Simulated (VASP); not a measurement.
**Sn: single point with PBE+D3(BJ)**

The system is Sn.

```
Sn
1.0
    -1.78882    1.78903    2.21000
     1.78882   -1.78903    2.21000
     1.78882    1.78903   -2.21000
Sn
1
Direct
  0.00000 0.00000 0.00000
```

This cell differs from its parent crystal: volume scaled by 1.06, then relaxed in part.

```yaml
Program: VASP 6.6.1
Task: single point
Functional: PBE
Dispersion: D3(BJ)
Potentials_or_basis: VASP PAW PBE potentials, release 64 (Sn_d)
Cutoff: 520 eV
k_mesh: 16 × 16 × 16
Occupations: gaussian, width 0.1 eV
Spin: no spin polarisation
```

- Pressure: -2.8 GPa
- Band gap on the k mesh: zero (band 7 reaches 14.91 eV, above the bottom of band 8 at 5.51 eV)
- Dispersion energy per atom: -0.370 eV

Stress tensor (GPa, compression positive):
```
-2.79  0.00  0.00
 0.00 -2.79  0.00
 0.00  0.00 -2.70
```

Levels at points of the mesh, in eV from the Fermi level:
```
           k point  band 4  band 5  band 6  band 7  band 8  band 9  band 10  band 11
(0.00, 0.00, 0.00)  -21.48  -21.42  -10.82    7.28    7.53    7.53    10.80    11.61
(0.50, 0.00, 0.00)  -21.40  -21.37   -6.66   -4.37    4.58    6.12     8.98     9.43
(0.00, 0.50, 0.00)  -21.40  -21.37   -6.66   -4.37    4.58    6.12     8.98     9.43
(0.50, 0.50, 0.00)  -21.40  -21.35   -5.51   -3.79    2.31    3.16     6.05     6.36
(0.50, 0.50, 0.50)  -21.36  -21.36   -3.70   -2.53    0.97    0.97     4.21     4.90
```

Wall time 3.6 min on 1 thread of Intel Xeon 6975P-C, on a shared host, peak memory 0.34 GiB.

Caveat: spin-orbit coupling is left out, which moves the levels of the heavy elements; pairwise dispersion overbinds metals, which lowers pressure and volume.
